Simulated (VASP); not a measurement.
Write the native input for VASP 6.6.1 that does the following.

* Task: relaxation of cell and atoms
* Functional: LDA
* Potentials or basis: VASP PAW LDA potentials, release 64 (Mg)
* Cutoff: 600 eV
* k mesh: 20 × 20 × 20
* Occupations: gaussian, width 0.1 eV
* Spin: no spin polarisation
* Target pressure: 12 GPa
* Dipole correction: no
* Further INCAR settings: ALGO = Fast; EDIFF = 1e-06; IBRION = 2; EDIFFG = -0.004; NSW = 70; ISIF = 3

The structure of Mg lies in POSCAR:

```
Mg
1.0
   -1.5499101558      1.5499101558      1.5499101558
    1.5499101558     -1.5499101558      1.5499101558
    1.5499101558      1.5499101558     -1.5499101558
Mg
1
Direct
    0.0000000000      0.0000000000      0.0000000000
```

The input as run:

INCAR

```
  PREC = Accurate
  ENCUT = 600
  EDIFF = 1E-6
  ISMEAR = 0
  SIGMA = 0.1
  LREAL = F
  LASPH = T
  NELM = 80
  ALGO = Fast
  ISIF = 3
  LWAVE = F
  LCHARG = F
  IBRION = 2
  NSW = 70
  EDIFFG = -0.004
  PSTRESS = 120.0
```

KPOINTS

```
Automatic mesh
0
Gamma
  20 20 20
```

Potentials or basis: VASP PAW LDA potentials, release 64 (Mg).

Run with:

```bash
$ cat potpaw_LDA.64/Mg/POTCAR > POTCAR
$ mpirun -np 1 vasp_std > vasp.out
```

It gave:

| Item | Value |
| --- | --- |
| Relaxed volume | 17.51 Å³/atom |
| Relaxed cell | a = 2.833 Å, b = 2.833 Å, c = 2.833 Å, α = 109.47°, β = 109.47°, γ = 109.47° |
| Space group after relaxing (to 0.05 Å) | Im-3m (No. 229) |
| Energy change on relaxing (the enthalpy is what falls) | -326.0 meV/atom |
| Ionic steps | 6 |
| Pressure after relaxing | 12.0 GPa |
| Band gap on the k mesh | zero (band 1 reaches 8.16 eV, above the bottom of band 2 at 3.16 eV) |

Caveat: the cell is relaxed towards a set pressure, so the enthalpy falls and the energy may rise; the volume moved by over 15 % at a fixed basis, so the end points are rough.

Wall time 15 s on 1 thread of Intel(R) Xeon(R) 6975P-C (Granite Rapids), on a shared host, peak memory 0.16 GiB.
